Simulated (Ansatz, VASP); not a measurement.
## SiGe4Pt: VASP beside Ansatz

```xyz
6
Lattice="0.0000 3.8436 3.8436 3.8436 0.0000 3.8436 3.8436 3.8436 0.0000" Properties=species:S:1:pos:R:3 pbc="T T T"
Si    0.0000    0.0000    0.0000
Ge    2.8804    4.8069    4.8069
Ge    2.8804    2.8804    2.8804
Ge    4.8069    2.8804    4.8069
Ge    4.8069    4.8069    2.8804
Pt    5.7655    5.7655    5.7655
```

Change from the starting cell: species swapped into the LaLuAl4 type (F-43m, No. 216).

Alike in both runs: functional PBE; k mesh 8 × 8 × 8; occupations gaussian, width 0.1 eV; no spin polarisation.

Ansatz relaxed the structure, and its values are those at the end. VASP's run is a single point on that final structure, the one shown.

|  | VASP | Ansatz |
| --- | --- | --- |
| version | VASP 6.6.1 | Ansatz 0.2.0 |
| potentials or method | VASP PAW PBE potentials, release 64 (Si, Ge_d, Pt), cutoff 520 eV | scalar-relativistic, plane waves, PAW |
| valence electrons in the cell | 70 | 78 |

|  | VASP | Ansatz | Ansatz less VASP |
| --- | --- | --- | --- |
| gap on the k mesh at the Fermi level (eV) | none | none | - |
| pressure (GPa) | 0.0 | 0.0 | +0.01 |

A gap of «none» marks a metal or a gap that the smearing closes. VASP's potentials hold 70 valence electrons a cell and Ansatz's 78, so a difference there can come from the potentials and not from the codes.

Neither program's run includes spin-orbit coupling.
